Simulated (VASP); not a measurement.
# K3C4 (P-43m) in VASP: notebook

The runs below take K3C4 through single point, relaxation of cell and atoms, with PBE.

Program: VASP 6.6.1. These are calculated values, not measurements. Logs are shortened: lines on timing, memory, paths and dates and some standing lists are left out, and cuts for length are marked.

**1. The cell of the first run**

Symmetry: P-43m, No. 215, cubic system. The conventional cell has a = 6.463 Å, b = 6.463 Å, c = 6.463 Å, α = 90.00°, β = 90.00°, γ = 90.00°. Within 3.7 Å of K (site symmetry -42m) lie 4 C at 2.80 Å. C (site symmetry 3m) has 3 K at 2.80 Å within 3.7 Å.

**2. Single point, PBE (atoms taken out)**

INCAR

```
ALGO     = Normal         # electronic algorithm
EDIFF    = 1E-7           # SCF threshold, eV
ENCUT    = 520            # plane-wave cutoff, eV
GGA      = PE             # functional
ISIF     = 2              # what is computed and relaxed
ISMEAR   = 0              # smearing method
LASPH    = T              # aspherical terms in the spheres
LCHARG   = T              # write CHGCAR
LELF     = T              # ELF
LREAL    = F              # projectors in reciprocal space
LVHAR    = T            
LWAVE    = F              # write WAVECAR
NBANDS   = 30             # bands
NELM     = 80             # most SCF steps
PREC     = Accurate       # precision mode
SIGMA    = 0.1            # smearing width, eV
```

KPOINTS

```
k-points
0
Gamma
  4 4 4
```

POSCAR

```
K3C4
1.0
    6.4627701100      0.0000000000      0.0000000000
    0.0000000000      6.4627701100      0.0000000000
    0.0000000000      0.0000000000      6.4627701100
K C
3 4
Direct
    0.0000000000      0.0000000000      0.5000000000
    0.0000000000      0.5000000000      0.0000000000
    0.5000000000      0.0000000000      0.0000000000
    0.2500000000      0.2500000000      0.2500000000
    0.2500000000      0.7500000000      0.7500000000
    0.7500000000      0.2500000000      0.7500000000
    0.7500000000      0.7500000000      0.2500000000
```

Potentials or basis: VASP PAW PBE potentials, release 64 (K_sv, C).

Run with:

```sh
cat potpaw_PBE.64/K_sv/POTCAR potpaw_PBE.64/C/POTCAR > POTCAR
mpirun -np 1 vasp_std > vasp.out
```

OUTCAR:

```text
EDIFF = 1E-7
   ENCUT = 520
   GGA = PE
   ISIF = 2
   ISMEAR = 0
   LASPH = T
   LREAL = F
   NELM = 80
   PREC = Accurate

 ion  position               nearest neighbor table
   1  0.000  0.000  0.500-   4 2.80   5 2.80   6 2.80   7 2.80
   2  0.000  0.500  0.000-   4 2.80   5 2.80   6 2.80   7 2.80
   3  0.500  0.000  0.000-   4 2.80   5 2.80   6 2.80   7 2.80
   4  0.250  0.250  0.250-   1 2.80   2 2.80   3 2.80
   5  0.250  0.750  0.750-   1 2.80   2 2.80   3 2.80
   6  0.750  0.250  0.750-   1 2.80   2 2.80   3 2.80
   7  0.750  0.750  0.250-   1 2.80   2 2.80   3 2.80

  LATTYP: Found a simple cubic cell.
 ALAT       =     6.4627701100

  Lattice vectors:

 A1 = (   6.4627701100,   0.0000000000,   0.0000000000)
 A2 = (   0.0000000000,   6.4627701100,   0.0000000000)
 A3 = (   0.0000000000,   0.0000000000,   6.4627701100)

Analysis of symmetry for initial positions (statically):
=====================================================================
 Subroutine PRICEL returns:
 Original cell was already a primitive cell.

 Routine SETGRP: Setting up the symmetry group for a
 simple cubic supercell.

 Subroutine GETGRP returns: Found 24 space group operations
 (whereof 24 operations were pure point group operations)
 out of a pool of 48 trial point group operations.

The static configuration has the point symmetry T_d .

Analysis of symmetry for dynamics (positions and initial velocities):
=====================================================================
 Subroutine PRICEL returns:
 Original cell was already a primitive cell.

 Routine SETGRP: Setting up the symmetry group for a
 simple cubic supercell.

 Subroutine GETGRP returns: Found 24 space group operations
 (whereof 24 operations were pure point group operations)
 out of a pool of 48 trial point group operations.

The dynamic configuration has the point symmetry T_d .

 Subroutine INISYM returns: Found 24 space group operations
 (whereof 24 operations are pure point group operations),
 and found     1 'primitive' translations

----------------------------------------------------------------------------------------

                                     Primitive cell

  volume of cell :     269.9331

  direct lattice vectors                    reciprocal lattice vectors
     6.462770110  0.000000000  0.000000000     0.154732411  0.000000000  0.000000000
     0.000000000  6.462770110  0.000000000     0.000000000  0.154732411  0.000000000
     0.000000000  0.000000000  6.462770110     0.000000000  0.000000000  0.154732411

  length of vectors
     6.462770110  6.462770110  6.462770110     0.154732411  0.154732411  0.154732411

  position of ions in fractional coordinates (direct lattice)
     0.000000000  0.000000000  0.500000000
     0.000000000  0.500000000  0.000000000
     0.500000000  0.000000000  0.000000000
     0.250000000  0.250000000  0.250000000
     0.250000000  0.750000000  0.750000000
     0.750000000  0.250000000  0.750000000
     0.750000000  0.750000000  0.250000000

  ion indices of the primitive-cell ions
   primitive index   ion index
                 1           1
                 2           2
                 3           3
                 4           4
                 5           5
                 6           6
                 7           7

----------------------------------------------------------------------------------------

 KPOINTS: k-points

Automatic generation of k-mesh.
 Grid dimensions read from file:
 generate k-points for:    4    4    4

 Generating k-lattice:

  Cartesian coordinates                     Fractional coordinates (reciprocal lattice)
     0.038683103  0.000000000  0.000000000     0.250000000  0.000000000  0.000000000
     0.000000000  0.038683103  0.000000000     0.000000000  0.250000000  0.000000000
     0.000000000  0.000000000  0.038683103     0.000000000  0.000000000  0.250000000

  Length of vectors
     0.038683103  0.038683103  0.038683103

  Shift w.r.t. Gamma in fractional coordinates (k-lattice)
     0.000000000  0.000000000  0.000000000

 Subroutine IBZKPT returns following result:
 ===========================================

 Found     10 irreducible k-points:

 Following reciprocal coordinates:
            Coordinates               Weight
  0.000000  0.000000  0.000000      1.000000
  0.250000  0.000000  0.000000      6.000000
  0.500000  0.000000  0.000000      3.000000
  0.250000  0.250000  0.000000     12.000000
  0.500000  0.250000  0.000000     12.000000
  0.500000  0.500000  0.000000      3.000000
  0.250000  0.250000  0.250000      8.000000
  0.500000  0.250000  0.250000     12.000000
  0.500000  0.500000  0.250000      6.000000
  0.500000  0.500000  0.500000      1.000000
   k-points           NKPTS =     10   k-points in BZ     NKDIM =     10   number of bands    NBANDS=     30
   number of dos      NEDOS =    301   number of ions     NIONS =      7
   total plane-waves  NPLWV = 110592
   dimension x,y,z NGX =    48 NGY =   48 NGZ =   48
   dimension x,y,z NGXF=    96 NGYF=   96 NGZF=   96
   ions per type =               3   4
   NGX,Y,Z   is equivalent  to a cutoff of  12.35, 12.35, 12.35 a.u.
   NGXF,Y,Z  is equivalent  to a cutoff of  24.69, 24.69, 24.69 a.u.
 SYSTEM =  unknown system
   PREC   = accura    normal or accurate (medium, high low for compatibility)
   ISTART =      0    job   : 0-new  1-cont  2-samecut
   ICHARG =      2    charge: 1-file 2-atom 10-const
   ISPIN  =      1    spin polarized calculation?
   LNONCOLLINEAR =      F non collinear calculations
   LSORBIT =      F    spin-orbit coupling
   LASPH  =      T    aspherical Exc in radial PAW
   ENCUT  =  520.0 eV  38.22 Ry    6.18 a.u.  12.02 12.02 12.02*2*pi/ulx,y,z
   NELM   =     80;   NELMIN=  2; NELMDL= -5     # of ELM steps
   EDIFF  = 0.1E-06   stopping-criterion for ELM
   LREAL  =      F    real-space projection
   EDIFFG = 0.1E-05   stopping-criterion for IOM
   NSW    =      0    number of steps for IOM
   IBRION =     -1    ionic relax: 0-MD 1-quasi-New 2-CG
   NFREE  =      0    steps in history (QN), initial steepest desc. (CG)
   ISIF   =      2    stress and relaxation
   ISYM   =      2    0-nonsym 1-usesym 2-fastsym
   POTIM  = 0.5000    time-step for ionic-motion
   TEBEG  =    0.0;   TEEND  =   0.0 temperature during run
   PSTRESS=    0.0 pullay stress
   NELECT =      43.0000    total number of electrons
   NUPDOWN=      -1.0000    fix difference up-down
   EMIN   =  10.00;   EMAX   =-10.00  energy-range for DOS
   EFERMI =   0.00;   METHOD = LEGACY
   ISMEAR =     0;   SIGMA  =   0.10  broadening in eV -4-tet -1-fermi 0-gaus
   EFERMI_NEDOS =   21; number of points for ismear=-14 and -15
   IALGO  =     38    algorithm
   IMIX   =      4    mixing-type and parameters
     AMIX     =   0.40;   BMIX     =  1.00
     AMIX_MAG =   1.60;   BMIX_MAG =  1.00
  volume/ion in A,a.u.               =      38.56       260.23
  Fermi-wavevector in a.u.,A,eV,Ry     =   0.887454  1.677044 10.715591  0.787574
  Thomas-Fermi vector in A             =   2.008754
   LORBIT       =      0    0 simple, 1 ext, 2 COOP (PROOUT), +10 PAW based schemes
   GGA     = PE    functional components
   LHFCALC =     F    Hartree Fock is set to
   AEXX    =    0.0000 exact exchange contribution
   IVDW    =     0    specifies the selected vdW correction
   LEPSILON=     F    determine dielectric tensor
   LRPA    =     F    only Hartree local field effects (RPA)
 non-spin polarized calculation
 Gauss-broadening in eV      SIGMA  =   0.10
  energy-cutoff  :      520.00
  volume of cell :      269.93
 maximum number of plane-waves:      7312
   NGX = 25   NGY = 25   NGZ = 25

 number of electron      43.0000008 magnetization

 Free energy of the ion-electron system (eV)
  ---------------------------------------------------
  ext. energy  EPLUGINS =         0.00000000
  ---------------------------------------------------
  free energy    TOTEN  =       -13.15820977 eV

  energy without entropy =      -13.01861477  energy(sigma->0) =      -13.08841227

 E-fermi :  -1.8385     XC(G=0):  -6.1724

 val. band max:       -1.8465348528   @ k =   0.2500   0.2500   0.2500
 cond. band min:      -1.8282890351   @ k =   0.5000   0.5000   0.0000
 fundamental gap:      0.0182458177
 Fermi energy:        -1.8384617962

 k-point     1 :       0.0000    0.0000    0.0000
  band No.  band energies     occupation
      1     -31.3198      2.00000
      2     -31.3119      2.00000
      3     -31.3119      2.00000
      4     -14.9822      2.00000
      5     -14.9822      2.00000
      6     -14.9822      2.00000
[... 22 lines left out ...]
     29       1.5171      0.00000
     30       3.1463      0.00000

 k-point     2 :       0.2500    0.0000    0.0000
  band No.  band energies     occupation
      1     -31.3187      2.00000
      2     -31.3129      2.00000
      3     -31.3119      2.00000
      4     -14.9743      2.00000
      5     -14.9743      2.00000
      6     -14.9619      2.00000
[... 22 lines left out ...]
     29       1.9347      0.00000
     30       3.2312      0.00000

 k-point     3 :       0.5000    0.0000    0.0000
  band No.  band energies     occupation
      1     -31.3171      2.00000
      2     -31.3145      2.00000
      3     -31.3119      2.00000
      4     -14.9653      2.00000
      5     -14.9653      2.00000
      6     -14.9137      2.00000
[... 22 lines left out ...]
     29       2.6864      0.00000
     30       2.9343      0.00000

 k-point     4 :       0.2500    0.2500    0.0000
  band No.  band energies     occupation
      1     -31.3179      2.00000
      2     -31.3132      2.00000
      3     -31.3124      2.00000
      4     -14.9771      2.00000
      5     -14.9681      2.00000
      6     -14.9394      2.00000
[... 154 lines left out ...]
     29       3.0903      0.00000
     30       3.2909      0.00000

 k-point     9 :       0.5000    0.5000    0.2500
  band No.  band energies     occupation
      1     -31.3145      2.00000
      2     -31.3145      2.00000
      3     -31.3145      2.00000
      4     -15.0128      2.00000
      5     -14.9413      2.00000
      6     -14.9226      2.00000
[... 22 lines left out ...]
     29       3.4259      0.00000
     30       3.6520      0.00000

 k-point    10 :       0.5000    0.5000    0.5000
  band No.  band energies     occupation
      1     -31.3145      2.00000
      2     -31.3145      2.00000
      3     -31.3145      2.00000
      4     -15.0325      2.00000
      5     -14.9356      2.00000
      6     -14.9356      2.00000
[... 22 lines left out ...]
     29       3.5785      0.00000
     30       4.0428      0.00000

------------------------ aborting loop because EDIFF is reached ----------------------------------------

  FORCE on cell =-STRESS in cart. coord.  units (eV):
  Direction    XX          YY          ZZ          XY          YZ          ZX
  --------------------------------------------------------------------------------------
  -------------------------------------------------------------------------------------
  Total       -0.1503190     -0.1503190     -0.1503190      0.0000000      0.0000000     -0.0000000
  in kB       -0.8922124     -0.8922124     -0.8922124      0.0000000      0.0000000     -0.0000000
  external PRESSURE =      -0.8922124 kB  Pullay stress =       0.0000000 kB

 VOLUME and BASIS-vectors are now :
 -----------------------------------------------------------------------------
  energy-cutoff  :      520.00
  volume of cell :      269.93
      direct lattice vectors                 reciprocal lattice vectors
     6.462770110  0.000000000  0.000000000     0.154732411  0.000000000  0.000000000
     0.000000000  6.462770110  0.000000000     0.000000000  0.154732411  0.000000000
     0.000000000  0.000000000  6.462770110     0.000000000  0.000000000  0.154732411

 POSITION                                       TOTAL-FORCE (eV/Angst)
 -----------------------------------------------------------------------------------
      0.00000      0.00000      3.23139        -0.000000      0.000000     -0.000000
      0.00000      3.23139      0.00000        -0.000000      0.000000     -0.000000
      3.23139      0.00000      0.00000        -0.000000      0.000000     -0.000000
      1.61569      1.61569      1.61569         0.103086      0.103086      0.103086
      1.61569      4.84708      4.84708         0.103086     -0.103086     -0.103086
      4.84708      1.61569      4.84708        -0.103086      0.103086     -0.103086
      4.84708      4.84708      1.61569        -0.103086     -0.103086      0.103086
 -----------------------------------------------------------------------------------
    total drift:                               -0.000000     -0.000000      0.000000

  FREE ENERGIE OF THE ION-ELECTRON SYSTEM (eV)
  ---------------------------------------------------
  free  energy   TOTEN  =       -13.1582097708 eV

  energy  without entropy=      -13.0186147668  energy(sigma->0) =      -13.08841227
```

Wall time 2.3 min (1 thread of Intel Xeon Platinum 8488C (Sapphire Rapids), shared host); peak memory 0.34 GiB.

What came out:

* Free energy: -13.1582 eV
* Pressure: -0.1 GPa
* Band gap on the k mesh: zero (an odd number of electrons rules out a gap without spin polarisation)

Caveat: the cell differs from its parent crystal (atoms taken out).

**3. Single point, PBE (atoms taken out)**

INCAR

```
SYSTEM = K3C4
PREC = Accurate
ENCUT = 520
EDIFF = 1E-7
ISMEAR = 0
SIGMA = 0.1
LREAL = .False.
LASPH = .True.
NELM = 80
ALGO = Normal
ISIF = 2
LWAVE = .False.
LCHARG = .False.
GGA = PE
NBANDS = 30
```

KPOINTS

```
regular mesh
0
Gamma
  8 8 8
  0 0 0
```

POSCAR

```
K3C4
1.0
    5.1570425294      0.0000000000      0.0000000000
    0.0000000000      5.1570425294      0.0000000000
    0.0000000000      0.0000000000      5.1570425294
K C
3 4
Direct
    0.0000000000      0.0000000000      0.5000000000
    0.0000000000      0.5000000000      0.0000000000
    0.5000000000      0.0000000000      0.0000000000
    0.3918689871      0.3918689871      0.3918689871
    0.3918689871      0.6081310129      0.6081310129
    0.6081310129      0.3918689871      0.6081310129
    0.6081310129      0.6081310129      0.3918689871
```

Potentials or basis: VASP PAW PBE potentials, release 64 (K_sv, C).

Run with:

```sh
cat potpaw_PBE.64/K_sv/POTCAR potpaw_PBE.64/C/POTCAR > POTCAR
mpirun -np 1 vasp_std > vasp.out
```

Wall time 3.3 min (1 thread of Intel Xeon Platinum 8488C (Sapphire Rapids), shared host); peak memory 0.29 GiB.

It converged, with:

- Free energy: -32.3203 eV
- Pressure: 0.2 GPa
- Largest force: 0.106 eV/Å
- Band gap on the k mesh: zero (an odd number of electrons rules out a gap without spin polarisation)

Forces on the atoms (eV/Å):
```
K    0.000  0.000  0.000
K    0.000  0.000  0.000
K    0.000  0.000  0.000
C   -0.061 -0.061 -0.061
C   -0.061  0.061  0.061
C    0.061 -0.061  0.061
C    0.061  0.061 -0.061
```

Levels at points of the mesh, in eV from the Fermi level:
```tsv
k point	band 20	band 21	band 22	band 23	band 24	band 25
(0.00, 0.00, 0.00)	-0.62	-0.62	-0.62	1.19	5.39	5.39
(0.50, 0.00, 0.00)	-0.44	-0.44	-0.06	1.69	4.80	4.84
(0.50, 0.50, 0.00)	-0.50	-0.26	0.25	2.81	4.00	4.00
(0.50, 0.50, 0.50)	-0.99	0.11	0.11	3.61	4.32	4.32
```

Caveat: the cell differs from its parent crystal (atoms taken out).

[end of part 1 of 2]
